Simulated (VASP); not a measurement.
A run of VASP 6.6.1 is set up as follows.

File INCAR:

```
SYSTEM = Nb
PREC = Accurate
ENCUT = 520
EDIFF = 1E-6
ISMEAR = -1
SIGMA = 0.1
LREAL = .FALSE.
LASPH = .TRUE.
NELM = 100
ALGO = Normal
ISIF = 2
LWAVE = .FALSE.
LCHARG = .TRUE.
GGA = RE
LELF = .TRUE.
LVHAR = .TRUE.
NBANDS = 34
```

Contents of KPOINTS:

```
Automatic mesh
0
G
  14 14 4
  0 0 0
```

POSCAR

```
Nb
1.0
    2.9170061598      0.0000000000      0.0000000000
   -1.4585030799      2.5262014374      0.0000000000
    0.0000000000      0.0000000000     10.6832570053
Nb
4
Direct
    1.0000000000      0.0000000000      0.0000000000
    0.0000000000      0.0000000000      0.5000000000
    0.3333333333      0.6666666667      0.2500000000
    0.6666666667      0.3333333333      0.7500000000
```

Potentials or basis: VASP PAW PBE potentials, release 64 (Nb_sv).

Run with:

```console
$ cat potpaw_PBE.64/Nb_sv/POTCAR > POTCAR
$ mpirun -np 1 vasp_std > vasp.out
```

**Question.** Estimate the pressure.

**Answer.** -6.0 GPa.

**Question.** Predict the band gap on the k mesh.

**Answer.** Zero (band 26 reaches 11.20 eV, above the bottom of band 27 at 9.93 eV).

Stress tensor (GPa, compression positive):
```
-6.00  0.00  0.00
 0.00 -6.00  0.00
 0.00  0.00 -5.87
```

Caveat: the PAW data sets were made with another functional, which shifts forces and pressure a little.
